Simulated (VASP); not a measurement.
Here is a VASP 6.6.1 calculation.

INCAR

```
SYSTEM = Bi
PREC = Accurate
ENCUT = 520
EDIFF = 1E-7
ISMEAR = 0
SIGMA = 0.05
LREAL = .FALSE.
LASPH = .TRUE.
NELM = 80
ALGO = Fast
ISIF = 2
LWAVE = .FALSE.
LCHARG = .TRUE.
GGA = PE
LELF = .TRUE.
LVHAR = .TRUE.
NBANDS = 22
```

Contents of KPOINTS:

```
regular mesh
0
G
  6 6 6
  0 0 0
```

POSCAR

```
Bi
1.0
    2.2896669497      1.3219398298      4.0723851126
   -2.2896669497      1.3219398298      4.0723851126
    0.0000000000     -2.6438796596      4.0723851126
Bi
2
Direct
    0.2326133950      0.2326133950      0.2326133950
    0.7673866050      0.7673866050      0.7673866050
```

Potentials or basis: VASP PAW PBE potentials, release 64 (Bi_d).

The run is started by

```console
$ cat potpaw_PBE.64/Bi_d/POTCAR > POTCAR
$ mpirun -np 1 vasp_std > vasp.out
```

(1) Predict the band gap on the k mesh.

(2) What does it give for the pressure?

(3) Estimate the largest force.

## Answers

(1) zero (band 15 reaches 5.66 eV, above the bottom of band 16 at 5.58 eV).

(2) 0.0 GPa.

(3) 0.015 eV/Å.

Caveat: spin-orbit coupling is left out, which moves the levels of the heavy elements.
